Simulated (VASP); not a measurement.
Input of a VASP 6.6.1 run:

Contents of INCAR:

```
ALGO = Normal
EDIFF = 1E-8
ENCUT = 520
IBRION = 8
ISIF = 2
ISMEAR = 0
LASPH = True
LCHARG = False
LEPSILON = True
LREAL = False
LWAVE = False
NELM = 60
NSW = 1
PREC = Accurate
SIGMA = 0.01
```

Contents of KPOINTS:

```
k-points
0
Gamma
  6 6 8
```

The input POSCAR:

```
SiO2
1.0
    4.1847652139      0.0000000000      0.0000000000
    0.0000000000      4.1847652139      0.0000000000
    0.0000000000      0.0000000000      2.6684166030
Si O
2 4
Direct
    0.0000000000      0.0000000000      0.0000000000
    0.5000000000      0.5000000000      0.5000000000
    0.3063011243      0.3063011243      0.0000000000
    0.1936988757      0.8063011243      0.5000000000
    0.6936988757      0.6936988757      0.0000000000
    0.8063011243      0.1936988757      0.5000000000
```

Potentials or basis: VASP PAW LDA potentials, release 64 (Si, O).

Launch:

```bash
$ cat potpaw_LDA.64/Si/POTCAR potpaw_LDA.64/O/POTCAR > POTCAR
$ mpirun -np 1 vasp_std > vasp.out
```

(1) Predict the electronic dielectric tensor (diagonal).

(2) Estimate the Born charges (mean of the diagonal).

(3) Estimate the highest phonon frequency at Γ, LO-TO splitting left out.

Results:

(1) 3.38, 3.38, 3.54.

(2) Si +3.87; O -1.94 e.

(3) 929 cm⁻¹.

Caveat: the cell stands under pressure or tension, which shifts response properties.
